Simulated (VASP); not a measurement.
Write the native input for VASP 6.6.1 that does the following.

| Quantity | Value |
| --- | --- |
| Task | single point |
| Functional | PBEsol |
| Potentials or basis | VASP PAW PBE potentials, release 64 (Li_sv) |
| Cutoff | 750 eV |
| k mesh | 13 × 13 × 13 |
| Occupations | fermi-dirac, width 0.08 eV |
| Spin | no spin polarisation |
| Dipole correction | no |
| Further INCAR settings | ALGO = Normal; EDIFF = 1e-06; NBANDS = 8 |

The structure of Li lies in POSCAR:

```
Li
1.0
    0.0000000000      2.2020000000      2.2460400000
    2.2020000000      0.0000000000      2.2460400000
    2.2020000000      2.2020000000      0.0000000000
Li
1
Direct
    0.0000000000      0.0000000000      0.0000000000
```

This cell differs from its parent crystal: zz strain of +2 %.

The input as run:

INCAR

```
SYSTEM = Li
  ALGO = Normal
  EDIFF = 1E-6
  ENCUT = 750
  GGA = PS
  GGA_COMPAT = .FALSE.
  ISIF = 2
  ISMEAR = -1
  LASPH = .TRUE.
  LCHARG = .FALSE.
  LREAL = .FALSE.
  LWAVE = .FALSE.
  NBANDS = 8
  NELM = 120
  PREC = Accurate
  SIGMA = 0.08
```

KPOINTS

```
k-points
0
G
  13 13 13
  0 0 0
```

Potentials or basis: VASP PAW PBE potentials, release 64 (Li_sv).

Run with:

```sh
$ cat potpaw_PBE.64/Li_sv/POTCAR > POTCAR
$ mpirun -np 1 vasp_std > vasp.out
```

It gave:

```
Pressure : -1.0 GPa
```

Caveat: the cell differs from its parent crystal (zz strain of +2 %); the PAW data sets were made with another functional, which shifts forces and pressure a little.

It took 34 s on 1 thread of AMD EPYC 7R43 64-Core Processor (Zen 3), with other jobs on the host, peak memory 0.14 GiB.
